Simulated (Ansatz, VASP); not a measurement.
# Two plane-wave programs on SnO2

```
Sn O
1.0
     4.27813    0.00000    0.00000
     0.00000    4.54443    0.00000
     0.00000    0.00000    3.06980
Sn O
2 4
Direct
  0.50000 0.50000 0.50000
  0.00000 0.00000 0.00000
  0.25318 0.35427 0.00000
  0.75318 0.14573 0.50000
  0.24682 0.85427 0.50000
  0.74682 0.64573 0.00000
```

Change from the starting cell: volume 9.947 Å^3 an atom, stretch along a over the lengths across it, relative to the relaxed cell 0.9415.

Alike in both runs: functional LDA; k mesh 6 × 6 × 10; occupations gaussian, width 0.05 eV; no spin polarisation.

Ansatz relaxed the structure, and its values are those at the end. VASP's run is a single point on that final structure, the one shown.

|  | VASP | Ansatz |
| --- | --- | --- |
| version | VASP 6.6.1 | Ansatz 0.2.0 |
| potentials or method | VASP PAW LDA potentials, release 64 (Sn_d, O), cutoff 520 eV | scalar-relativistic, plane waves, PAW |
| valence electrons in the cell | 52 | 52 |

```tsv
	VASP	Ansatz	Ansatz less VASP
gap on the k mesh at the Fermi level (eV)	3.33	3.29	-0.031
least direct gap on the mesh (eV)	3.41	3.37	-0.038
rms of the force components (eV/Å)	0.021	0.005	-0.0156
```

Ansatz warns that its potentials were made for another functional, while VASP's fit it. LDA's correlation is that of Perdew and Zunger in VASP and of Perdew and Wang (1992) in Ansatz. Ansatz's warnings: stress scf threshold loose.
